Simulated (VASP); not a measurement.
# Pt (Fm-3m) in VASP: further runs

The runs below take Pt through single point, relaxation of cell and atoms, with PBE.

Everything below comes from runs of VASP 6.6.1. Logs are shortened: lines on timing, memory, paths and dates and some standing lists are left out, and cuts for length are marked.

### Step 1. The cell of the first run

The structure is cubic, space group Fm-3m (No. 225). Conventional cell: a = 3.970 Å, b = 3.970 Å, c = 3.970 Å, α = 90.00°, β = 90.00°, γ = 90.00°. Pt (site symmetry m-3m) has 12 Pt at 2.81 Å within 3.7 Å.

### Step 2. Single point, PBE

Contents of INCAR:

```
PREC = Accurate
ENCUT = 520
EDIFF = 1E-6
ISMEAR = -1
SIGMA = 0.05
LREAL = F
LASPH = T
NELM = 100
ALGO = Normal
ISIF = 2
LWAVE = F
LCHARG = F
GGA = PE
NBANDS = 11
```

Contents of KPOINTS:

```
Automatic mesh
0
Gamma
  22 22 22
```

Contents of POSCAR:

```
Pt
1.0
    0.0000000000      1.9851626593      1.9851626593
    1.9851626593      0.0000000000      1.9851626593
    1.9851626593      1.9851626593      0.0000000000
Pt
1
Direct
    0.0000000000      0.0000000000      0.0000000000
```

Potentials or basis: VASP PAW PBE potentials, release 64 (Pt).

Run with:

```sh
$ cat potpaw_PBE.64/Pt/POTCAR > POTCAR
$ mpirun -np 1 vasp_std > vasp.out
```

OUTCAR:

```text
PREC = Accurate
   ENCUT = 520
   EDIFF = 1E-6
   ISMEAR = -1
   LREAL = F
   LASPH = T
   NELM = 100
   ISIF = 2
   GGA = PE

 ion  position               nearest neighbor table
   1  0.000  0.000  0.000-

  LATTYP: Found a face centered cubic cell.
 ALAT       =     3.9703253186

  Lattice vectors:

 A1 = (   0.0000000000,   1.9851626593,   1.9851626593)
 A2 = (   1.9851626593,   0.0000000000,   1.9851626593)
 A3 = (   1.9851626593,   1.9851626593,   0.0000000000)

Analysis of symmetry for initial positions (statically):
=====================================================================
 Subroutine PRICEL returns:
 Original cell was already a primitive cell.

 Routine SETGRP: Setting up the symmetry group for a
 face centered cubic supercell.

 Subroutine GETGRP returns: Found 48 space group operations
 (whereof 48 operations were pure point group operations)
 out of a pool of 48 trial point group operations.

The static configuration has the point symmetry O_h .

Analysis of symmetry for dynamics (positions and initial velocities):
=====================================================================
 Subroutine PRICEL returns:
 Original cell was already a primitive cell.

 Routine SETGRP: Setting up the symmetry group for a
 face centered cubic supercell.

 Subroutine GETGRP returns: Found 48 space group operations
 (whereof 48 operations were pure point group operations)
 out of a pool of 48 trial point group operations.

The dynamic configuration has the point symmetry O_h .

 Subroutine INISYM returns: Found 48 space group operations
 (whereof 48 operations are pure point group operations),
 and found     1 'primitive' translations

----------------------------------------------------------------------------------------

                                     Primitive cell

  volume of cell :      15.6465

  direct lattice vectors                    reciprocal lattice vectors
     0.000000000  1.985162659  1.985162659    -0.251868530  0.251868530  0.251868530
     1.985162659  0.000000000  1.985162659     0.251868530 -0.251868530  0.251868530
     1.985162659  1.985162659  0.000000000     0.251868530  0.251868530 -0.251868530

  length of vectors
     2.807443956  2.807443956  2.807443956     0.436249090  0.436249090  0.436249090

  position of ions in fractional coordinates (direct lattice)
     0.000000000  0.000000000  0.000000000

  ion indices of the primitive-cell ions
   primitive index   ion index
                 1           1

[... 71 lines left out ...]
   EDIFF  = 0.1E-05   stopping-criterion for ELM
   LREAL  =      F    real-space projection
   EDIFFG = 0.1E-04   stopping-criterion for IOM
   NSW    =      0    number of steps for IOM
   IBRION =     -1    ionic relax: 0-MD 1-quasi-New 2-CG
   NFREE  =      0    steps in history (QN), initial steepest desc. (CG)
   ISIF   =      2    stress and relaxation
   ISYM   =      2    0-nonsym 1-usesym 2-fastsym
   POTIM  = 0.5000    time-step for ionic-motion
   TEBEG  =    0.0;   TEEND  =   0.0 temperature during run
   PSTRESS=    0.0 pullay stress
   NELECT =      10.0000    total number of electrons
   NUPDOWN=      -1.0000    fix difference up-down
   EMIN   =  10.00;   EMAX   =-10.00  energy-range for DOS
   EFERMI =   0.00;   METHOD = LEGACY
   ISMEAR =    -1;   SIGMA  =   0.05  broadening in eV -4-tet -1-fermi 0-gaus
   EFERMI_NEDOS =   21; number of points for ismear=-14 and -15
   IALGO  =     38    algorithm
   IMIX   =      4    mixing-type and parameters
     AMIX     =   0.40;   BMIX     =  1.00
     AMIX_MAG =   1.60;   BMIX_MAG =  1.00
  volume/ion in A,a.u.               =      15.65       105.59
  Fermi-wavevector in a.u.,A,eV,Ry     =   1.410161  2.664818 27.055925  1.988554
  Thomas-Fermi vector in A             =   2.532143
   LORBIT       =      0    0 simple, 1 ext, 2 COOP (PROOUT), +10 PAW based schemes
   GGA     = PE    functional components
   LHFCALC =     F    Hartree Fock is set to
   AEXX    =    0.0000 exact exchange contribution
   IVDW    =     0    specifies the selected vdW correction
   LEPSILON=     F    determine dielectric tensor
   LRPA    =     F    only Hartree local field effects (RPA)
 non-spin polarized calculation
  energy-cutoff  :      520.00
  volume of cell :       15.65
 maximum number of plane-waves:       444
 NGX is ok and might be reduce to    24
   NGX = 11   NGY = 11   NGZ = 11

 number of electron      10.0000002 magnetization

 Free energy of the ion-electron system (eV)
  ---------------------------------------------------
  ext. energy  EPLUGINS =         0.00000000
  ---------------------------------------------------
  free energy    TOTEN  =        -6.10737878 eV

  energy without entropy =       -6.09147502  energy(sigma->0) =       -6.09942690

 E-fermi :  10.5609     XC(G=0): -13.2700

 val. band max:       10.5605700535   @ k =   0.4091   0.2727   0.0000
 cond. band min:      10.5646084559   @ k =   0.5000   0.1818   0.0455
 fundamental gap:      0.0040384024
 Fermi energy:        10.5608800941

 k-point     1 :       0.0000    0.0000    0.0000
  band No.  band energies     occupation
      1       0.7624      2.00000
      2       7.0029      2.00000
      3       7.0029      2.00000
      4       7.0029      2.00000
      5       9.0313      2.00000
      6       9.0313      2.00000
      7      25.3059      0.00000
      8      30.0657      0.00000
      9      30.0657      0.00000
     10      30.0657      0.00000
     11      35.2770      0.00000
[... 309 lines left out ...]
 k-point    24 :      -0.4545    0.0455    0.0000
  band No.  band energies     occupation
      1       3.6879      2.00000
      2       6.9091      2.00000
      3       7.0017      2.00000
      4       9.5143      2.00000
      5      10.5094      1.47339
      6      11.2205      0.00000
      7      16.3620      0.00000
      8      25.0108      0.00000
      9      28.9974      0.00000
     10      29.4423      0.00000
     11      38.0095      0.00000

 [... further k-points ...]
[... 5 lines left out ...]
  --------------------------------------------------------------------------------------
  -------------------------------------------------------------------------------------
  Total       -0.0487721     -0.0487721     -0.0487721     -0.0000000     -0.0000000     -0.0000000
  in kB       -4.9941794     -4.9941794     -4.9941794     -0.0000000     -0.0000000     -0.0000000
  external PRESSURE =      -4.9941794 kB  Pullay stress =       0.0000000 kB

 VOLUME and BASIS-vectors are now :
 -----------------------------------------------------------------------------
  energy-cutoff  :      520.00
  volume of cell :       15.65
      direct lattice vectors                 reciprocal lattice vectors
     0.000000000  1.985162659  1.985162659    -0.251868530  0.251868530  0.251868530
     1.985162659  0.000000000  1.985162659     0.251868530 -0.251868530  0.251868530
     1.985162659  1.985162659  0.000000000     0.251868530  0.251868530 -0.251868530

 POSITION                                       TOTAL-FORCE (eV/Angst)
 -----------------------------------------------------------------------------------
      0.00000      0.00000      0.00000         0.000000     -0.000000      0.000000
 -----------------------------------------------------------------------------------
    total drift:                               -0.000000      0.000000      0.000000

  FREE ENERGIE OF THE ION-ELECTRON SYSTEM (eV)
  ---------------------------------------------------
  free  energy   TOTEN  =        -6.1073787833 eV

  energy  without entropy=       -6.0914750172  energy(sigma->0) =       -6.09942690
```

OSZICAR:

```text
N       E                     dE             d eps       ncg     rms          rms(c)
DAV:   1     0.393472462151E+02    0.39347E+02   -0.53495E+03  7376   0.843E+02
DAV:   2    -0.586441460991E+01   -0.45212E+02   -0.43195E+02  8270   0.175E+02
DAV:   3    -0.648514538627E+01   -0.62073E+00   -0.61434E+00  8375   0.193E+01
DAV:   4    -0.648764421981E+01   -0.24988E-02   -0.24986E-02  8313   0.147E+00
DAV:   5    -0.648766501278E+01   -0.20793E-04   -0.20793E-04  8410   0.124E-01    0.116E+01
DAV:   6    -0.614486397148E+01    0.34280E+00   -0.82839E-01  7732   0.715E+00    0.612E+00
DAV:   7    -0.611054680713E+01    0.34317E-01   -0.13126E-01  8314   0.277E+00    0.248E+00
DAV:   8    -0.610757471391E+01    0.29721E-02   -0.51934E-03  7873   0.613E-01    0.549E-01
DAV:   9    -0.610737684369E+01    0.19787E-03   -0.15996E-04  8119   0.109E-01    0.531E-02
DAV:  10    -0.610737896670E+01   -0.21230E-05   -0.46746E-06  8864   0.167E-02    0.623E-03
DAV:  11    -0.610737878327E+01    0.18343E-06   -0.32655E-08  4355   0.175E-03
   1 F= -.61073788E+01 E0= -.60994269E+01  d E =-.159038E-01
```

stdout:

```text
POSCAR found type information on POSCAR Pt
 POSCAR found :  1 types and       1 ions
 scaLAPACK will be used
 LDA part: xc-table for (Slater+PW92), standard interpolation
 POSCAR, INCAR and KPOINTS ok, starting setup
 FFT: planning ... GRIDC
 FFT: planning ... GRID_SOFT
 FFT: planning ... GRID
 WAVECAR not read
 entering main loop
```

It took 28 s on 1 thread of Intel Xeon Platinum 8488C (Sapphire Rapids), shared host; peak memory 0.18 GiB.

Results:

- Free energy: -6.1074 eV
- Pressure: -0.5 GPa
- Band gap on the k mesh: zero (band 5 reaches 11.03 eV, above the bottom of band 6 at 8.93 eV)

Caveat: spin-orbit coupling is left out, which moves the levels of the heavy elements.

### Step 3. Relaxation of cell and atoms, PBE

This run uses another cell than the first one, of 15.09 Å³/atom, 0.965 times its volume.

Contents of INCAR:

```
PREC     = Accurate       # precision mode
ENCUT    = 600            # plane-wave cutoff, eV
EDIFF    = 1E-6           # SCF threshold, eV
ISMEAR   = -1             # smearing method
SIGMA    = 0.05           # smearing width, eV
LREAL    = F              # projectors in reciprocal space
LASPH    = T              # aspherical terms in the spheres
NELM     = 100            # most SCF steps
ALGO     = Normal         # electronic algorithm
ISIF     = 3              # what is computed and relaxed
LWAVE    = F              # write WAVECAR
LCHARG   = F              # write CHGCAR
GGA      = PE             # functional
IBRION   = 2              # ionic algorithm
NSW      = 100            # ionic steps
EDIFFG   = -0.003         # ionic threshold
```

Contents of KPOINTS:

```
regular mesh
0
Gamma
  22 22 22
```

Contents of POSCAR:

```
Pt
1.0
    0.0000000000      1.9615500000      1.9615500000
    1.9615500000      0.0000000000      1.9615500000
    1.9615500000      1.9615500000      0.0000000000
Pt
1
Direct
    0.0000000000      0.0000000000      0.0000000000
```

Potentials or basis: VASP PAW PBE potentials, release 64 (Pt).

Run with:

```sh
$ cat potpaw_PBE.64/Pt/POTCAR > POTCAR
$ mpirun -np 1 vasp_std > vasp.out
```

It took 1.8 min on 1 thread of Intel Xeon Platinum 8488C (Sapphire Rapids), shared host; peak memory 0.21 GiB.

Results (log left out):

```
Free energy                            : -6.1074 eV
Relaxed volume                         : 15.62 Å³/atom
Relaxed cell                           : a = 2.806 Å, b = 2.806 Å, c = 2.806 Å, α = 60.00°, β = 60.00°, γ = 60.00°
Space group after relaxing (to 0.05 Å) : Fm-3m (No. 225)
Energy gained by relaxing              : 14.7 meV/atom
Ionic steps                            : 16
Pressure after relaxing                : 0.0 GPa
Band gap on the k mesh                 : zero (band 5 reaches 11.06 eV, above the bottom of band 6 at 8.96 eV)
```

Step by step:
```tsv
step	energy change (eV)	largest force (eV/Å)	pressure (GPa)	volume (Å³)
1	0.0000	0.0000	9.35	15.09
2	0.0754	0.0000	-17.61	17.10
3	-0.0147	0.0000	-0.29	15.64
4	-0.0147	0.0000	-0.04	15.62
5	-0.0147	0.0000	0.13	15.61
6	-0.0147	0.0000	0.15	15.61
7	-0.0147	0.0000	0.15	15.61
8	-0.0147	0.0000	0.12	15.61
9	-0.0147	0.0000	0.12	15.61
10	-0.0147	0.0000	0.12	15.61
11	-0.0147	0.0000	0.12	15.61
12	-0.0147	0.0000	0.12	15.61
13	-0.0147	0.0000	0.12	15.61
14	-0.0147	0.0000	0.12	15.61
15	-0.0147	0.0000	0.11	15.61
16	-0.0147	0.0000	0.02	15.62
```

Final structure:
```yaml
crystal:
  lattice:
    - [0.00000, 1.98394, 1.98394]
    - [1.98394, 0.00000, 1.98394]
    - [1.98394, 1.98394, 0.00000]
  atoms:
    - { symbol: Pt, position: [0.00000, 0.00000, 0.00000] }
```

Levels at points of the mesh, in eV from the Fermi level:
```tsv
k point	band 2	band 3	band 4	band 5	band 6	band 7	band 8	band 9
(0.00, 0.00, 0.00)	-3.57	-3.57	-3.57	-1.53	-1.53	14.74	19.51	19.51
(0.50, 0.00, 0.00)	-3.63	-3.63	-0.32	0.04	0.04	5.59	14.30	18.75
(0.50, 0.50, 0.00)	-6.25	0.01	0.47	0.47	1.86	8.52	11.29	11.29
```

Caveat: spin-orbit coupling is left out, which moves the levels of the heavy elements.
